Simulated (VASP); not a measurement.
Input of a VASP 6.6.1 run:

POSCAR

```
Mg
1.0
    3.0468139530      0.0000000000      0.0000000000
   -1.5234069765      2.6386182839      0.0000000000
    0.0000000000      0.0000000000     10.5258483923
Mg
4
Direct
    0.0000000000      0.0000000000      0.0000000000
    0.3333333333      0.6666666667      0.2500000000
    0.0000000000      0.0000000000      0.5000000000
    0.6666666667      0.3333333333      0.7500000000
```

The input INCAR.step1:

```
SYSTEM = Mg
PREC = Accurate
ENCUT = 520
ISMEAR = 0
SIGMA = 0.1
LREAL = .False.
LASPH = .True.
NELM = 80
NBANDS = 12
GGA = PE
ALGO = Normal
EDIFF = 1E-4
LWAVE = .True.
LCHARG = .False.
```

File INCAR.step2:

```
SYSTEM = Mg
PREC = Accurate
ENCUT = 520
EDIFF = 1E-6
ISMEAR = 0
SIGMA = 0.1
LREAL = .False.
LASPH = .True.
NELM = 80
ALGO = Normal
ISIF = 2
LWAVE = .False.
LCHARG = .False.
METAGGA = R2SCAN
LMIXTAU = .True.
NBANDS = 12
ISTART = 1
```

File KPOINTS:

```
regular mesh
0
Gamma
  18 18 6
  0 0 0
```

Potentials or basis: VASP PAW PBE potentials, release 64 (Mg).

Launch:

```console
$ cat potpaw_PBE.64/Mg/POTCAR > POTCAR
$ cp INCAR.step1 INCAR
$ mpirun -np 1 vasp_std > vasp.out
$ cp INCAR.step2 INCAR
$ mpirun -np 1 vasp_std > vasp.out
```

Question: Estimate the pressure.

Answer: 3.0 GPa.

Question: What does it give for the band gap on the k mesh?

Answer: Zero (bands 4 and 5 overlap by 2.76 eV).

Stress tensor (GPa, compression positive):
```
 4.57  0.00  0.00
 0.00  4.57  0.00
 0.00  0.00 -0.26
```

Caveat: the cell differs from its parent crystal (biaxial strain in the a-b plane: -4.5 %, then relaxed in part); the PAW data sets were made with another functional, which shifts forces and pressure a little.
